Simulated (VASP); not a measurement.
# KTaO2 (P-6m2) in VASP: single point with PBE

Aim: the single point of KTaO2 with PBE.

Program: VASP 6.6.1. These are calculated values, not measurements. Logs are shortened: lines on timing, memory, paths and dates and some standing lists are left out, and cuts for length are marked.

**1. The cell of the first run**

It takes space group P-6m2 (No. 187, hexagonal). The conventional cell has a = 6.184 Å, b = 6.184 Å, c = 5.111 Å, α = 90.00°, β = 90.00°, γ = 120.00°. Within 4.9 Å of K (site symmetry -6m2) lie 3 Ta at 3.57 Å and 12 O at 4.03 to 4.82 Å. Within 2.5 Å of Ta (site symmetry -6m2) lie 2 O at 1.88 Å. O (site symmetry 3m) has 1 O at 1.35 Å within 1.8 Å.

The cell was generated, and may not be a known phase.

**2. Single point, PBE**

File INCAR:

```
SYSTEM = KTaO2
ALGO = Normal
EDIFF = 1E-6
ENCUT = 700
GGA = PE
GGA_COMPAT = .FALSE.
ISIF = 2
ISMEAR = 0
LASPH = .TRUE.
LCHARG = .FALSE.
LREAL = .FALSE.
LWAVE = .FALSE.
NBANDS = 25
NELM = 120
PREC = Accurate
SIGMA = 0.1
```

File KPOINTS:

```
k-points
0
G
  6 6 4
  0 0 0
```

File POSCAR:

```
KTaO2
1.0
    6.1841658716     -0.0000000036      0.0000000000
   -3.0920829326      5.3556447478      0.0000000000
    0.0000000000      0.0000000000      5.1113155442
K Ta O
1 1 2
Direct
    0.6666666667      0.3333333333      0.5000000000
    0.3333333333      0.6666666667      0.5000000000
    0.3333333333      0.6666666667      0.8675532570
    0.3333333333      0.6666666667      0.1324467430
```

Potentials or basis: VASP PAW PBE potentials, release 64 (K_sv, Ta_sv_GW, O).

Started as:

```sh
> cat potpaw_PBE.64/K_sv/POTCAR potpaw_PBE.64/Ta_sv_GW/POTCAR potpaw_PBE.64/O/POTCAR > POTCAR
> mpirun -np 1 vasp_std > vasp.out
```

OUTCAR:

```text
SYSTEM = KTaO2
   EDIFF = 1E-6
   ENCUT = 700
   GGA = PE
   ISIF = 2
   ISMEAR = 0
   LASPH = .TRUE.
   LREAL = .FALSE.
   NELM = 120
   PREC = Accurate

 ion  position               nearest neighbor table
   1  0.667  0.333  0.500-
   2  0.333  0.667  0.500-   3 1.88   4 1.88
   3  0.333  0.667  0.868-   4 1.35   2 1.88
   4  0.333  0.667  0.132-   3 1.35   2 1.88

  LATTYP: Found a hexagonal cell.
 ALAT       =     6.1841658716
 C/A-ratio  =     0.8265165667

  Lattice vectors:

 A1 = (   6.1841658716,  -0.0000000036,   0.0000000000)
 A2 = (  -3.0920829326,   5.3556447478,   0.0000000000)
 A3 = (   0.0000000000,   0.0000000000,   5.1113155442)

Analysis of symmetry for initial positions (statically):
=====================================================================
 Subroutine PRICEL returns:
 Original cell was already a primitive cell.

 Routine SETGRP: Setting up the symmetry group for a
 hexagonal supercell.

 Subroutine GETGRP returns: Found 12 space group operations
 (whereof 12 operations were pure point group operations)
 out of a pool of 24 trial point group operations.

The static configuration has the point symmetry D_3h.

Analysis of symmetry for dynamics (positions and initial velocities):
=====================================================================
 Subroutine PRICEL returns:
 Original cell was already a primitive cell.

 Routine SETGRP: Setting up the symmetry group for a
 hexagonal supercell.

 Subroutine GETGRP returns: Found 12 space group operations
 (whereof 12 operations were pure point group operations)
 out of a pool of 24 trial point group operations.

The dynamic configuration has the point symmetry D_3h.

 Subroutine INISYM returns: Found 12 space group operations
 (whereof 12 operations are pure point group operations),
 and found     1 'primitive' translations

----------------------------------------------------------------------------------------

                                     Primitive cell

  volume of cell :     169.2878

  direct lattice vectors                    reciprocal lattice vectors
     6.184165872 -0.000000004  0.000000000     0.161703295  0.093359441  0.000000000
    -3.092082933  5.355644748  0.000000000     0.000000000  0.186718882  0.000000000
     0.000000000  0.000000000  5.111315544     0.000000000  0.000000000  0.195644349

  length of vectors
     6.184165872  6.184165872  5.111315544     0.186718882  0.186718882  0.195644349

  position of ions in fractional coordinates (direct lattice)
     0.666666667  0.333333333  0.500000000
     0.333333333  0.666666667  0.500000000
     0.333333333  0.666666667  0.867553257
     0.333333333  0.666666667  0.132446743

  ion indices of the primitive-cell ions
   primitive index   ion index
                 1           1
                 2           2
                 3           3
                 4           4

----------------------------------------------------------------------------------------

 KPOINTS: k-points

Automatic generation of k-mesh.
 Grid dimensions read from file:
 generate k-points for:    6    6    4

 Generating k-lattice:

  Cartesian coordinates                     Fractional coordinates (reciprocal lattice)
     0.026950549  0.015559907  0.000000000     0.166666667  0.000000000  0.000000000
     0.000000000  0.031119814  0.000000000    -0.000000000  0.166666667  0.000000000
     0.000000000  0.000000000  0.048911087     0.000000000  0.000000000  0.250000000

  Length of vectors
     0.031119814  0.031119814  0.048911087

  Shift w.r.t. Gamma in fractional coordinates (k-lattice)
     0.000000000  0.000000000  0.000000000

 Subroutine IBZKPT returns following result:
 ===========================================

 Found     21 irreducible k-points:

 Following reciprocal coordinates:
            Coordinates               Weight
  0.000000  0.000000  0.000000      1.000000
  0.166667 -0.000000  0.000000      6.000000
  0.333333 -0.000000  0.000000      6.000000
  0.500000 -0.000000  0.000000      3.000000
  0.166667  0.166667  0.000000      6.000000
  0.333333  0.166667  0.000000     12.000000
[... 13 lines left out ...]
  0.333333  0.166667  0.500000     12.000000
  0.333333  0.333333  0.500000      2.000000
   k-points           NKPTS =     21   k-points in BZ     NKDIM =     21   number of bands    NBANDS=     25
   number of dos      NEDOS =    301   number of ions     NIONS =      4
   total plane-waves  NPLWV = 139968
   dimension x,y,z NGX =    54 NGY =   54 NGZ =   48
   dimension x,y,z NGXF=   108 NGYF=  108 NGZF=   96
   ions per type =               1   1   2
   NGX,Y,Z   is equivalent  to a cutoff of  14.52, 14.52, 15.61 a.u.
   NGXF,Y,Z  is equivalent  to a cutoff of  29.03, 29.03, 31.22 a.u.
 SYSTEM =  KTaO2
   PREC   = accura    normal or accurate (medium, high low for compatibility)
   ISTART =      0    job   : 0-new  1-cont  2-samecut
   ICHARG =      2    charge: 1-file 2-atom 10-const
   ISPIN  =      1    spin polarized calculation?
   LNONCOLLINEAR =      F non collinear calculations
   LSORBIT =      F    spin-orbit coupling
   LASPH  =      T    aspherical Exc in radial PAW
   ENCUT  =  700.0 eV  51.45 Ry    7.17 a.u.  13.34 13.34 11.03*2*pi/ulx,y,z
   NELM   =    120;   NELMIN=  2; NELMDL= -5     # of ELM steps
   EDIFF  = 0.1E-05   stopping-criterion for ELM
   LREAL  =      F    real-space projection
   EDIFFG = 0.1E-04   stopping-criterion for IOM
   NSW    =      0    number of steps for IOM
   IBRION =     -1    ionic relax: 0-MD 1-quasi-New 2-CG
   NFREE  =      0    steps in history (QN), initial steepest desc. (CG)
   ISIF   =      2    stress and relaxation
   ISYM   =      2    0-nonsym 1-usesym 2-fastsym
   POTIM  = 0.5000    time-step for ionic-motion
   TEBEG  =    0.0;   TEEND  =   0.0 temperature during run
   PSTRESS=    0.0 pullay stress
   NELECT =      34.0000    total number of electrons
   NUPDOWN=      -1.0000    fix difference up-down
   EMIN   =  10.00;   EMAX   =-10.00  energy-range for DOS
   EFERMI =   0.00;   METHOD = LEGACY
   ISMEAR =     0;   SIGMA  =   0.10  broadening in eV -4-tet -1-fermi 0-gaus
   EFERMI_NEDOS =   21; number of points for ismear=-14 and -15
   IALGO  =     38    algorithm
   IMIX   =      4    mixing-type and parameters
     AMIX     =   0.40;   BMIX     =  1.00
     AMIX_MAG =   1.60;   BMIX_MAG =  1.00
  volume/ion in A,a.u.               =      42.32       285.60
  Fermi-wavevector in a.u.,A,eV,Ry     =   0.958722  1.811722 12.505761  0.919148
  Thomas-Fermi vector in A             =   2.087854
   LORBIT       =      0    0 simple, 1 ext, 2 COOP (PROOUT), +10 PAW based schemes
   GGA     = PE    functional components
   LHFCALC =     F    Hartree Fock is set to
   AEXX    =    0.0000 exact exchange contribution
   IVDW    =     0    specifies the selected vdW correction
   LEPSILON=     F    determine dielectric tensor
   LRPA    =     F    only Hartree local field effects (RPA)
 non-spin polarized calculation
 Gauss-broadening in eV      SIGMA  =   0.10
  energy-cutoff  :      700.00
  volume of cell :      169.29
 maximum number of plane-waves:      7136
 NGX is ok and might be reduce to    54
   NGX = 27   NGY = 27   NGZ = 23

 number of electron      34.0000000 magnetization

 Free energy of the ion-electron system (eV)
  ---------------------------------------------------
  ext. energy  EPLUGINS =         0.00000000
  ---------------------------------------------------
  free energy    TOTEN  =       -24.14981676 eV

  energy without entropy =      -24.09822411  energy(sigma->0) =      -24.12402044

 E-fermi :   0.5643     XC(G=0):  -5.8430

 val. band max:        0.5569159635   @ k =   0.3333   0.1667   0.0000
 cond. band min:       0.5700500164   @ k =   0.3333   0.3333   0.5000
 fundamental gap:      0.0131340529
 Fermi energy:         0.5643090661

 k-point     1 :       0.0000    0.0000    0.0000
  band No.  band energies     occupation
      1     -68.5704      2.00000
      2     -35.7891      2.00000
      3     -34.8000      2.00000
      4     -34.8000      2.00000
      5     -31.2441      2.00000
      6     -25.3841      2.00000
[... 17 lines left out ...]
     24       4.5814      0.00000
     25       5.1354      0.00000

 k-point     2 :       0.1667   -0.0000    0.0000
  band No.  band energies     occupation
      1     -68.5704      2.00000
      2     -35.7891      2.00000
      3     -34.8000      2.00000
      4     -34.8000      2.00000
      5     -31.2441      2.00000
      6     -25.3841      2.00000
[... 17 lines left out ...]
     24       4.5778      0.00000
     25       5.0877      0.00000

 k-point     3 :       0.3333   -0.0000    0.0000
  band No.  band energies     occupation
      1     -68.5704      2.00000
      2     -35.7891      2.00000
      3     -34.8001      2.00000
      4     -34.8000      2.00000
      5     -31.2439      2.00000
      6     -25.3841      2.00000
[... 17 lines left out ...]
     24       4.5757      0.00000
     25       5.1018      0.00000

 k-point     4 :       0.5000   -0.0000    0.0000
  band No.  band energies     occupation
      1     -68.5704      2.00000
      2     -35.7891      2.00000
      3     -34.8001      2.00000
      4     -34.8000      2.00000
      5     -31.2438      2.00000
      6     -25.3841      2.00000
[... 17 lines left out ...]
     24       4.5769      0.00000
     25       5.2366      0.00000

 k-point     5 :       0.1667    0.1667    0.0000
  band No.  band energies     occupation
      1     -68.5704      2.00000
      2     -35.7891      2.00000
      3     -34.8001      2.00000
      4     -34.8000      2.00000
      5     -31.2439      2.00000
      6     -25.3841      2.00000
[... 17 lines left out ...]
     24       4.5761      0.00000
     25       5.1860      0.00000

 k-point     6 :       0.3333    0.1667    0.0000
  band No.  band energies     occupation
      1     -68.5704      2.00000
      2     -35.7891      2.00000
      3     -34.8001      2.00000
      4     -34.8000      2.00000
      5     -31.2438      2.00000
      6     -25.3841      2.00000
[... 17 lines left out ...]
     24       4.5789      0.00000
     25       5.2314      0.00000
[... 309 lines left out ...]
 k-point    18 :       0.5000   -0.0000    0.5000
  band No.  band energies     occupation
      1     -68.5704      2.00000
      2     -35.8115      2.00000
      3     -34.7999      2.00000
      4     -34.7997      2.00000
      5     -31.2435      2.00000
      6     -24.9905      2.00000
[... 17 lines left out ...]
     24       3.6019      0.00000
     25       3.8832      0.00000

 k-point    19 :       0.1667    0.1667    0.5000
  band No.  band energies     occupation
      1     -68.5704      2.00000
      2     -35.8115      2.00000
      3     -34.7998      2.00000
      4     -34.7997      2.00000
      5     -31.2436      2.00000
      6     -24.9905      2.00000
[... 17 lines left out ...]
     24       3.5961      0.00000
     25       4.3516      0.00000

 k-point    20 :       0.3333    0.1667    0.5000
  band No.  band energies     occupation
      1     -68.5704      2.00000
      2     -35.8115      2.00000
      3     -34.7999      2.00000
      4     -34.7998      2.00000
      5     -31.2435      2.00000
      6     -24.9905      2.00000
[... 17 lines left out ...]
     24       3.3700      0.00000
     25       3.8578      0.00000

 k-point    21 :       0.3333    0.3333    0.5000
  band No.  band energies     occupation
      1     -68.5704      2.00000
      2     -35.8115      2.00000
      3     -34.7999      2.00000
      4     -34.7998      2.00000
      5     -31.2435      2.00000
      6     -24.9905      2.00000
[... 17 lines left out ...]
     24       3.6100      0.00000
     25       3.6854      0.00000

------------------------ aborting loop because EDIFF is reached ----------------------------------------

  FORCE on cell =-STRESS in cart. coord.  units (eV):
  Direction    XX          YY          ZZ          XY          YZ          ZX
  --------------------------------------------------------------------------------------
  -------------------------------------------------------------------------------------
  Total       -0.0211835     -0.0211835      0.1613533     -0.0000000      0.0000000     -0.0000000
  in kB       -0.2004853     -0.2004853      1.5270835     -0.0000000      0.0000000     -0.0000000
  external PRESSURE =       0.3753710 kB  Pullay stress =       0.0000000 kB

 VOLUME and BASIS-vectors are now :
 -----------------------------------------------------------------------------
  energy-cutoff  :      700.00
  volume of cell :      169.29
      direct lattice vectors                 reciprocal lattice vectors
     6.184165872 -0.000000004  0.000000000     0.161703295  0.093359441  0.000000000
    -3.092082933  5.355644748  0.000000000     0.000000000  0.186718882  0.000000000
     0.000000000  0.000000000  5.111315544     0.000000000  0.000000000  0.195644349

 POSITION                                       TOTAL-FORCE (eV/Angst)
 -----------------------------------------------------------------------------------
      3.09208      1.78521      2.55566        -0.000000      0.000000      0.000000
      0.00000      3.57043      2.55566        -0.000000     -0.000000      0.000000
      0.00000      3.57043      4.43434         0.000000      0.000000     -0.212600
      0.00000      3.57043      0.67698         0.000000      0.000000      0.212600
 -----------------------------------------------------------------------------------
    total drift:                                0.000002     -0.000001     -0.000000

  FREE ENERGIE OF THE ION-ELECTRON SYSTEM (eV)
  ---------------------------------------------------
  free  energy   TOTEN  =       -24.1498167598 eV

  energy  without entropy=      -24.0982241139  energy(sigma->0) =      -24.12402044
```

It took 1.8 min on 1 thread of Intel Xeon 6975P-C (Granite Rapids), shared host; peak memory 0.46 GiB.

What came out:

```yaml
Free_energy: -24.1498 eV
Pressure: 0.0 GPa
Largest_force: 0.213 eV/Å
Band_gap_on_the_k_mesh: zero (bands 17 and 18 overlap by 0.29 eV)
```

Forces in eV/Å, atoms in the order of the input:
```
K    0.000  0.000  0.000
Ta   0.000  0.000  0.000
O    0.000  0.000 -0.213
O    0.000  0.000  0.213
```

Levels at points of the mesh, in eV from the Fermi level:
```tsv
k point	band 13	band 14	band 15	band 16	band 17	band 18	band 19	band 20	band 21	band 22
(0.00, 0.00, 0.00)	-7.93	-4.67	-4.67	-2.39	0.04	0.04	2.21	2.73	2.73	2.76
(0.50, 0.00, 0.00)	-7.93	-4.68	-4.68	-1.66	-0.20	0.12	0.46	2.66	2.73	2.73
(0.00, 0.00, 0.50)	-8.34	-3.46	-3.46	-2.11	0.11	0.11	0.29	1.28	1.28	1.53
(0.50, 0.00, 0.50)	-8.34	-3.50	-3.46	-1.52	-0.11	0.16	0.39	1.18	1.25	1.35
```

Caveat: spin-orbit coupling is left out, which moves the levels of the heavy elements.
